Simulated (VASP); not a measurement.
## MgS: single point with PBE

Crystal: MgS.

```xyz
2
Lattice="0.0000 2.7317 2.6667 2.7317 0.0000 2.6667 2.7317 2.7317 0.0000" Properties=species:S:1:pos:R:3 pbc="T T T"
Mg    0.0000    0.0000    0.0000
S     2.7317    2.7317    2.6667
```

This cell differs from its parent crystal: strain +0.050 along x and y, +0.025 along z.

- Program: VASP 6.6.1
- Task: single point
- Functional: PBE
- Potentials or basis: VASP PAW PBE potentials, release 64 (Mg, S)
- Cutoff: 600 eV
- k mesh: 8 × 8 × 8
- Occupations: gaussian, width 0.05 eV
- Spin: no spin polarisation

The pressure is -6.5 GPa. The band gap on the k mesh is 2.41 eV (least direct gap 2.78 eV).

Stress tensor (GPa, compression positive):
```
-6.91  0.00  0.00
 0.00 -6.91  0.00
 0.00  0.00 -5.74
```

Levels at points of the mesh, in eV from the valence-band top:
```
           k point  band 1  band 2  band 3  band 4  band 5  band 6  band 7  band 8  band 9
(0.00, 0.00, 0.00)  -12.07   -0.11    0.00    0.00    2.78    7.89    7.89    8.12   10.00
(0.50, 0.00, 0.00)  -11.05   -4.26   -0.52   -0.48    4.32    6.59    6.83    8.77   11.48
(0.50, 0.50, 0.00)  -10.72   -3.62   -1.52   -1.52    2.41    4.63   10.98   12.01   12.01
(0.50, 0.00, 0.50)  -10.79   -3.63   -1.53   -1.34    2.50    4.71   10.72   11.88   12.39
```

Wall time 12 s on 1 thread of Intel(R) Xeon(R) 6975P-C (Granite Rapids) (shared host), peak memory 0.18 GiB.

Caveat: the cell differs from its parent crystal (strain +0.050 along x and y, +0.025 along z); the cell stands under tension. A k mesh can miss the band edges.
